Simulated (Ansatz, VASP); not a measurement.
# Ag3SF in VASP and in Ansatz

```xyz
5
Lattice="4.5893 0.0000 0.0000 0.0000 4.5893 0.0000 0.0000 0.0000 4.5893" Properties=species:S:1:pos:R:3 pbc="T T T"
Ag    0.0000    2.2947    2.2947
Ag    2.2947    0.0000    2.2947
Ag    2.2947    2.2947    0.0000
S     0.0000    0.0000    0.0000
F     2.2947    2.2947    2.2947
```

Alike in both runs: functional PBE; k mesh 4 × 4 × 4; occupations gaussian, width 0.1 eV; no spin polarisation.

Ansatz relaxed the structure, and its values are those at the end. VASP's run is a single point on that final structure, the one shown.

|  | VASP | Ansatz |
| --- | --- | --- |
| version | VASP 6.6.1 | Ansatz 0.2.0 |
| potentials or method | VASP PAW PBE potentials, release 64 (Ag, S, F), cutoff 520 eV | scalar-relativistic, plane waves, PAW |
| valence electrons in the cell | 46 | 70 |

```tsv
	VASP	Ansatz	Ansatz less VASP
gap on the k mesh at the Fermi level (eV)	none	none	-
pressure (GPa)	-0.4	-0.2	+0.17
```

A gap of «none» marks a metal or a gap that the smearing closes. VASP's potentials hold 46 valence electrons a cell and Ansatz's 70, so a difference there can come from the potentials and not from the codes.
